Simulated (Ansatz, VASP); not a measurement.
# Two plane-wave programs on Ce

POSCAR

```
Ce
1.0
    1.5855462171     -3.1067334778      0.0000000000
    1.5855462171      3.1067334778      0.0000000000
    0.0000000000      0.0000000000      5.2555591481
Ce
2
Direct
    0.9031467200      0.0968532800      0.7500000000
    0.0968532800      0.9031467200      0.2500000000
```

The input INCAR.step1:

```
PREC = Accurate
ENCUT = 520
ISMEAR = -1
SIGMA = 0.05
LREAL = F
LASPH = T
NELM = 100
NBANDS = 19
GGA = PE
ALGO = Normal
EDIFF = 1E-4
LWAVE = T
LCHARG = F
```

The input INCAR.step2:

```
PREC = Accurate
ENCUT = 520
EDIFF = 1E-8
ISMEAR = -1
SIGMA = 0.05
LREAL = F
LASPH = T
NELM = 100
ALGO = Normal
ISIF = 2
LWAVE = F
LCHARG = F
METAGGA = R2SCAN
LMIXTAU = T
LEFG = T
NBANDS = 19
ISTART = 1
```

KPOINTS

```
Automatic mesh
0
Gamma
  12 12 7
```

Input for Ansatz:

```yaml
crystal:
  lattice:
    - [1.5855462171, -3.1067334778, 0.0]
    - [1.5855462171, 3.1067334778, 0.0]
    - [0.0, 0.0, 5.2555591481]
  atoms:
    - { symbol: Ce, position: [0.90314672, 0.09685328, 0.75] }
    - { symbol: Ce, position: [0.09685328, 0.90314672, 0.25] }
kpoints:
  mp_grid: { grid: [12, 12, 7] }
scf:
  occupations: { method: fermi_dirac, width: 0.05 }
hamiltonian:
  xc: r2scan
  pseudopotentials: { kind: paw }
output:
  forces: true
  stress: true
  eigenvalues: true
  efg: { contact_densities: true }
```

Change from the starting cell: volume scaled by 1.02, PAW files.

Alike in both runs: task electric field gradients; functional r2SCAN; k mesh 12 × 12 × 7; occupations fermi-dirac, width 0.05 eV; no spin polarisation.

|  | VASP | Ansatz |
| --- | --- | --- |
| version | VASP 6.6.1 | Ansatz 0.2.0 |
| potentials or method | VASP PAW PBE potentials, release 64 (Ce) | PAW with Ansatz's default frozen-core files, scalar-relativistic |
| plane-wave cutoff (eV) | 520 | 500 |
| valence electrons in the cell | 24 | 24 |

Ansatz gave:

- pressure (GPa): -1.0
- traceless stress, the component that is largest in VASP (GPa): -0.41
- rms of the force components (eV/Å): 0.006
- size of Vzz on the site where it differs most (V/Å²): 67.6

**Question.** Which values does VASP return?

**Answer.** Pressure (GPa): -1.2; traceless stress, the component that is largest in VASP (GPa): -0.31; rms of the force components (eV/Å): 0.003; size of Vzz on the site where it differs most (V/Å²): 72.7.

VASP's potentials were made for PBE, not for r2SCAN. Atom by atom the forces differ by 0.003 eV/Å (rms over components).

Neither program's run includes spin-orbit coupling.
